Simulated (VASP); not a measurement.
BaSi3, 4 atoms in the cell. The structure is cubic, space group Pm-3m (No. 221). The conventional cell has a = 4.414 Å, b = 4.414 Å, c = 4.414 Å, α = 90.00°, β = 90.00°, γ = 90.00°. Ba (site symmetry m-3m) has 12 Si at 3.12 Å within 4.1 Å. Si (site symmetry 4/mmm) has 4 Ba at 3.12 Å and 8 Si at 3.12 Å within 4.1 Å. 

* Program: VASP 6.6.1
* Task: single point
* Functional: PBEsol
* Potentials or basis: VASP PAW PBE potentials, release 64 (Ba_sv, Si)
* Cutoff: 520 eV
* k mesh: 8 × 8 × 8
* Occupations: methfessel-paxton, width 0.15 eV
* Spin: no spin polarisation
* Dipole correction: no
* Further INCAR settings: ALGO = Normal; EDIFF = 1e-06; NBANDS = 19; ISYM = 0

Potentials or basis: VASP PAW PBE potentials, release 64 (Ba_sv, Si).

Command:

```bash
$ cat potpaw_PBE.64/Ba_sv/POTCAR potpaw_PBE.64/Si/POTCAR > POTCAR
$ mpirun -np 1 vasp_std > vasp.out
```

Hardware: 1 thread of Intel(R) Xeon(R) Platinum 8488C (Sapphire Rapids), on a shared host.

Task: How long does it take, and how much memory?

Result: It took 2.7 min on 1 thread of Intel(R) Xeon(R) Platinum 8488C (Sapphire Rapids), on a shared host, peak memory 0.5 GiB. Counts: scf iterations 12, k points 260.
